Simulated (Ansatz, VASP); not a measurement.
EuS: VASP beside Ansatz

File POSCAR:

```
EuS
1.0
   -2.9366767987     -2.9366767987      5.8733535974
   -5.8733535974     -2.9366767987      2.9366767987
   -2.9366767987     -5.8733535974      2.9366767987
Eu S
2 2
Direct
    0.0000000000      0.0000000000      0.0000000000
    0.5000000000      0.5000000000      0.5000000000
    1.2500000000     -0.7500000000     -0.7500000000
    1.7500000000     -0.2500000000     -0.2500000000
```

INCAR.step1

```
SYSTEM = EuS
PREC = Accurate
ENCUT = 800
ISMEAR = 0
SIGMA = 0.05
LREAL = .False.
LASPH = .True.
NELM = 200
ISPIN = 2
MAGMOM = 7 7 0 0
LMAXMIX = 6
NBANDS = 35
GGA = PE
ALGO = Normal
EDIFF = 1E-5
LWAVE = .True.
LCHARG = .False.
GGA_COMPAT = .False.
KPAR = 4
```

Contents of INCAR.step2:

```
SYSTEM = EuS
PREC = Accurate
ENCUT = 800
EDIFF = 1E-6
ISMEAR = 0
SIGMA = 0.05
LREAL = .False.
LASPH = .True.
NELM = 200
ALGO = Normal
ISIF = 2
LWAVE = .False.
LCHARG = .True.
ISPIN = 2
MAGMOM = 7 7 0 0
LORBIT = 11
LMAXMIX = 6
METAGGA = R2SCAN
LMIXTAU = .True.
LVHAR = .True.
NBANDS = 35
ISTART = 1
GGA_COMPAT = .False.
KPAR = 4
```

KPOINTS

```
regular mesh
0
Gamma
  8 8 8
  0 0 0
```

Input for Ansatz:

```yaml
crystal:
  lattice:
    - [-2.9366767987, -2.9366767987, 5.8733535974]
    - [-5.8733535974, -2.9366767987, 2.9366767987]
    - [-2.9366767987, -5.8733535974, 2.9366767987]
  atoms:
    - { symbol: Eu, position: [0.0, 0.0, 0.0], spin: 7.0 }
    - { symbol: S, position: [1.25, -0.75, -0.75] }
    - { symbol: Eu, position: [0.5, 0.5, 0.5], spin: 7.0 }
    - { symbol: S, position: [1.75, -0.25, -0.25] }
basis:
  ecutwfc: 500
  ecutrho_ratio: 4
kpoints:
  mp_grid: { grid: [8, 8, 8] }
hamiltonian:
  xc: r2scan
scf:
  occupations: { method: gaussian, width: 0.05 }
  lower_state_search: "off"
output:
  forces: true
  stress: true
  eigenvalues: true
  populations: true
magnetization:
  spin_polarized: true
```

Alike in both runs: task single point; functional r2SCAN; k mesh 8 × 8 × 8; occupations gaussian, width 0.05 eV; collinear spin.

|  | VASP | Ansatz |
| --- | --- | --- |
| version | VASP 6.6.1 | Ansatz 0.2.0 |
| potentials or method | VASP PAW PBE potentials, release 64 (Eu, S), cutoff 800 eV | scalar-relativistic, plane waves, PAW |
| valence electrons in the cell | 46 | 46 |

|  | VASP | Ansatz | Ansatz less VASP |
| --- | --- | --- | --- |
| gap on the k mesh at the Fermi level (eV) | none | none | - |
| pressure (GPa) | -0.4 | 0.0 | +0.40 |
| net moment per atom (μB) | 3.50 | 3.50 | +0.002 |
| size of the moment on the site where the two differ most (μB) | 6.52 | 6.79 | +0.268 |

VASP's potentials were made for PBE, not for r2SCAN. Site moments also hang on the region over which each program counts them. A gap of «none» marks a metal or a gap that the smearing closes. Ansatz's warnings: stability check not made.

Spin-orbit coupling is off throughout.
